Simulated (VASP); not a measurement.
Input of a VASP 6.6.1 run:

Contents of INCAR:

```
PREC = Accurate ; ENCUT = 600
EDIFF = 1E-6 ; ISMEAR = -1
SIGMA = 0.15 ; LREAL = False
LASPH = True ; NELM = 80
ALGO = Normal ; ISIF = 3
LWAVE = False ; LCHARG = False
GGA = PE ; IBRION = 2
NSW = 80 ; EDIFFG = -0.01
```

KPOINTS

```
regular mesh
0
Gamma
  22 22 22
```

Contents of POSCAR:

```
Si
1.0
    0.0000000000      1.6700000000      1.6700000000
    1.6700000000      0.0000000000      1.6700000000
    1.6700000000      1.6700000000      0.0000000000
Si
1
Direct
    0.0000000000      0.0000000000      0.0000000000
```

Potentials or basis: VASP PAW PBE potentials, release 64 (Si).

Launch:

```bash
$ cat potpaw_PBE.64/Si/POTCAR > POTCAR
$ mpirun -np 1 vasp_std > vasp.out
```

Question: Predict the space group after relaxing (to 0.1 Å).

Answer: Fm-3m (No. 225).

Question: Predict the band gap on the k mesh.

Answer: Zero (bands 2 and 3 overlap by 14.11 eV).

Question: Predict the relaxed cell.

Answer: a = 2.736 Å, b = 2.736 Å, c = 2.736 Å, α = 60.00°, β = 60.00°, γ = 60.00°.

Question: Predict the relaxed volume.

Answer: 14.48 Å³/atom.

The path:
| step | energy change (eV) | largest force (eV/Å) | pressure (GPa) | volume (Å³) |
| --- | --- | --- | --- | --- |
| 1 | 0.0000 | 0.0000 | 94.61 | 9.31 |
| 2 | -0.8097 | 0.0000 | -12.58 | 18.87 |
| 3 | -1.0256 | 0.0000 | 0.97 | 14.31 |
| 4 | -1.0260 | 0.0000 | -0.36 | 14.54 |
| 5 | -1.0261 | 0.0000 | -0.01 | 14.48 |

Caveat: the volume moved by over 15 % at a fixed basis, so the end points are rough. PBE usually gives volumes a little too large and moduli too small.
